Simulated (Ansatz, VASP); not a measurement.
**C in VASP and in Ansatz**

```
CELL_PARAMETERS angstrom
2.45861 0.00000 0.00000
-1.22930 2.12922 0.00000
0.00000 0.00000 8.11122
ATOMIC_POSITIONS crystal
C 0.00000 0.00000 0.00081
C 0.33333 0.66667 0.24925
C 0.00000 0.00000 0.50081
C 0.66667 0.33333 0.74925
C 0.00000 0.00000 0.18669
C 0.33333 0.66667 0.43825
C 0.00000 0.00000 0.68669
C 0.66667 0.33333 0.93825
```

Alike in both runs: task single point; functional r2SCAN; k mesh 9 × 9 × 4; no spin polarisation.

|  | VASP | Ansatz |
| --- | --- | --- |
| version | VASP 6.6.1 | Ansatz 0.2.0 |
| potentials or method | VASP PAW PBE potentials, release 64 (C) | plane waves, PAW |
| plane-wave cutoff (eV) | 520 | 500 |
| occupations | gaussian, width 0.01 eV | fixed |
| valence electrons in the cell | 32 | 32 |

```csv
,VASP,Ansatz,Ansatz less VASP
gap on the k mesh at the Fermi level (eV),4.96,4.98,+0.025
rms of the force components (eV/Å),0.028,0.025,-0.0034
```

VASP's potentials were made for PBE, not for r2SCAN. Atom by atom the forces differ by 0.003 eV/Å (rms over components).
